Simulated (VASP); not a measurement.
A run of VASP 6.6.1 is set up as follows.

INCAR

```
PREC = Accurate
ENCUT = 600
EDIFF = 1E-6
ISMEAR = 0
SIGMA = 0.02
LREAL = False
LASPH = True
NELM = 120
ALGO = Normal
ISIF = 2
LWAVE = False
LCHARG = False
GGA = PE
NBANDS = 11
GGA_COMPAT = False
```

File KPOINTS:

```
Automatic mesh
0
Gamma
  8 8 8
```

File POSCAR:

```
AlN
1.0
    0.0000000000      2.1839935596      2.1839935596
    2.1839935596      0.0000000000      2.1839935596
    2.1839935596      2.1839935596      0.0000000000
Al N
1 1
Direct
    0.0000000000      0.0000000000      0.0000000000
    0.7500000000      0.7500000000      0.7500000000
```

Potentials or basis: VASP PAW PBE potentials, release 64 (Al, N).

Launch:

```sh
$ cat potpaw_PBE.64/Al/POTCAR potpaw_PBE.64/N/POTCAR > POTCAR
$ mpirun -np 1 vasp_std > vasp.out
```

Predict the band gap on the k mesh.

3.32 eV, indirect (least direct gap 4.20 eV).

Estimate the pressure.

4.5 GPa.

A k mesh can miss the band edges. A hybrid or GW would open this gap; PBE tends to underestimate it.
